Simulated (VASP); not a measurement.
# Sr (Fm-3m) in VASP: a series of runs, part 2 of 2

VASP 6.6.1. The steps go on from the part before.

### 3 Single point, PBEsol

This run uses another cell than the first one, of 51.76 Å³/atom, 0.909 times its volume.

The input, INCAR:

```
SYSTEM = Sr
ALGO     = Fast           ! electronic algorithm
EDIFF    = 1E-6           ! SCF threshold, eV
ENCUT    = 520            ! plane-wave cutoff, eV
GGA      = PS             ! functional
ISIF     = 2              ! what is computed and relaxed
ISMEAR   = 0              ! smearing method
ISYM     = 0            
LASPH    = .TRUE.         ! aspherical terms in the spheres
LCHARG   = .FALSE.        ! write CHGCAR
LREAL    = .FALSE.        ! projectors in reciprocal space
LWAVE    = .FALSE.        ! write WAVECAR
NBANDS   = 11             ! bands
NELM     = 80             ! most SCF steps
PREC     = Accurate       ! precision mode
SIGMA    = 0.1            ! smearing width, eV
```

The input, KPOINTS:

```
k-points
0
G
  9 9 10
  0 0 0
```

The input, POSCAR:

```
Sr
1.0
    4.1831297288      0.0000000000      0.0000000000
   -2.0915648644      3.6226966124      0.0000000000
    2.0915648644      1.2075655375      3.4155111211
Sr
1
Direct
    0.0000000000      0.0000000000      0.0000000000
```

Potentials or basis: VASP PAW PBE potentials, release 64 (Sr_sv).

Command:

```console
> cat potpaw_PBE.64/Sr_sv/POTCAR > POTCAR
> mpirun -np 1 vasp_std > vasp.out
```

OUTCAR:

```text
SYSTEM = Sr
   EDIFF = 1E-6
   ENCUT = 520
   GGA = PS
   ISIF = 2
   ISMEAR = 0
   ISYM = 0
   LASPH = .TRUE.
   LREAL = .FALSE.
   NELM = 80
   PREC = Accurate

 ion  position               nearest neighbor table
   1  0.000  0.000  0.000-

IMPORTANT INFORMATION: All symmetrisations will be switched off!
NOSYMM: (Re-)initialisation of all symmetry stuff for point group C_1.

----------------------------------------------------------------------------------------

                                     Primitive cell

  volume of cell :      51.7594

  direct lattice vectors                    reciprocal lattice vectors
     4.183129729  0.000000000  0.000000000     0.239055460  0.138018734 -0.195187965
    -2.091564864  3.622696612  0.000000000     0.000000000  0.276037468 -0.097593983
     2.091564864  1.207565538  3.415511121     0.000000000  0.000000000  0.292781948

  length of vectors
     4.183129729  4.183129729  4.183129729     0.338075473  0.292781948  0.292781948

  position of ions in fractional coordinates (direct lattice)
     0.000000000  0.000000000  0.000000000

  ion indices of the primitive-cell ions
   primitive index   ion index
                 1           1

----------------------------------------------------------------------------------------

 KPOINTS: k-points

Automatic generation of k-mesh.
 Grid dimensions read from file:
 generate k-points for:    9    9   10

 Generating k-lattice:

  Cartesian coordinates                     Fractional coordinates (reciprocal lattice)
     0.026561718  0.015335415 -0.021687552     0.111111111  0.000000000  0.000000000
     0.000000000  0.030670830 -0.010843776     0.000000000  0.111111111  0.000000000
     0.000000000  0.000000000  0.029278195     0.000000000  0.000000000  0.100000000

  Length of vectors
     0.037563941  0.032531328  0.029278195

  Shift w.r.t. Gamma in fractional coordinates (k-lattice)
     0.000000000  0.000000000  0.000000000

[... 100 lines left out ...]
   IVDW    =     0    specifies the selected vdW correction
   LEPSILON=     F    determine dielectric tensor
   LRPA    =     F    only Hartree local field effects (RPA)
 non-spin polarized calculation
 RMM-DIIS sequential band-by-band and
 Gauss-broadening in eV      SIGMA  =   0.10
  energy-cutoff  :      520.00
  volume of cell :       51.76
 maximum number of plane-waves:      1411
   NGX = 15   NGY = 15   NGZ = 15

 number of electron      10.0000000 magnetization

 Free energy of the ion-electron system (eV)
  ---------------------------------------------------
  ext. energy  EPLUGINS =         0.00000000
  ---------------------------------------------------
  free energy    TOTEN  =        -1.84227588 eV

  energy without entropy =       -1.83683478  energy(sigma->0) =       -1.83955533

 E-fermi :   1.7199     XC(G=0):  -7.6217

 val. band max:        1.7164136499   @ k =  -0.4444   0.2222   0.3000
 cond. band min:       1.7337924196   @ k =  -0.2222   0.4444   0.5000
 fundamental gap:      0.0173787697
 Fermi energy:         1.7198732163

 k-point     1 :       0.0000    0.0000    0.0000
  band No.  band energies     occupation
      1     -34.7155      2.00000
      2     -16.6052      2.00000
      3     -16.6047      2.00000
      4     -16.6045      2.00000
      5      -2.0476      2.00000
      6       4.0999      0.00000
      7       4.1003      0.00000
      8       4.1005      0.00000
      9       5.6750      0.00000
     10       5.6753      0.00000
     11       9.0055      0.00000
[... 309 lines left out ...]
 k-point    24 :       0.0000    0.3333    0.0000
  band No.  band energies     occupation
      1     -34.7014      2.00000
      2     -16.7912      2.00000
      3     -16.6302      2.00000
      4     -16.6296      2.00000
      5      -0.4088      2.00000
      6       2.5029      0.00000
      7       4.1206      0.00000
      8       4.1210      0.00000
      9       6.0459      0.00000
     10       6.0464      0.00000
     11       8.1860      0.00000

 [... further k-points ...]

------------------------ aborting loop because EDIFF is reached ----------------------------------------

  FORCE on cell =-STRESS in cart. coord.  units (eV):
  Direction    XX          YY          ZZ          XY          YZ          ZX
  --------------------------------------------------------------------------------------
  -------------------------------------------------------------------------------------
  Total        0.0212014      0.0266298     -0.0081199     -0.0047033     -0.0038664     -0.0066953
  in kB        0.6562754      0.8243074     -0.2513464     -0.1455886     -0.1196805     -0.2072483
  external PRESSURE =       0.4097455 kB  Pullay stress =       0.0000000 kB

 VOLUME and BASIS-vectors are now :
 -----------------------------------------------------------------------------
  energy-cutoff  :      520.00
  volume of cell :       51.76
      direct lattice vectors                 reciprocal lattice vectors
     4.183129729  0.000000000  0.000000000     0.239055460  0.138018734 -0.195187965
    -2.091564864  3.622696612  0.000000000     0.000000000  0.276037468 -0.097593983
     2.091564864  1.207565538  3.415511121     0.000000000  0.000000000  0.292781948

 POSITION                                       TOTAL-FORCE (eV/Angst)
 -----------------------------------------------------------------------------------
      0.00000      0.00000      0.00000        -0.000001      0.000005      0.000007
 -----------------------------------------------------------------------------------
    total drift:                               -0.000001      0.000005      0.000007

  FREE ENERGIE OF THE ION-ELECTRON SYSTEM (eV)
  ---------------------------------------------------
  free  energy   TOTEN  =        -1.8422758760 eV

  energy  without entropy=       -1.8368347767  energy(sigma->0) =       -1.83955533
```

Run time: 4.4 min. Hardware: 1 thread of Oxide Virtual Turin-like, shared host; peak memory 0.32 GiB.

What came out:

| Quantity | Value |
| --- | --- |
| Free energy | -1.8423 eV |
| Pressure | 0.0 GPa |
| Band gap on the k mesh | zero (filled and empty bands touch) |

Levels at points of the mesh, in eV from the Fermi level:
| k point | band 3 | band 4 | band 5 | band 6 | band 7 | band 8 |
| --- | --- | --- | --- | --- | --- | --- |
| (0.00, 0.00, 0.00) | -18.32 | -18.32 | -3.77 | 2.38 | 2.38 | 2.38 |
| (0.00, 0.00, 0.50) | -18.36 | -18.36 | -1.19 | 0.14 | 2.21 | 2.21 |

Caveat: the PAW data sets were made with another functional, which shifts forces and pressure a little.
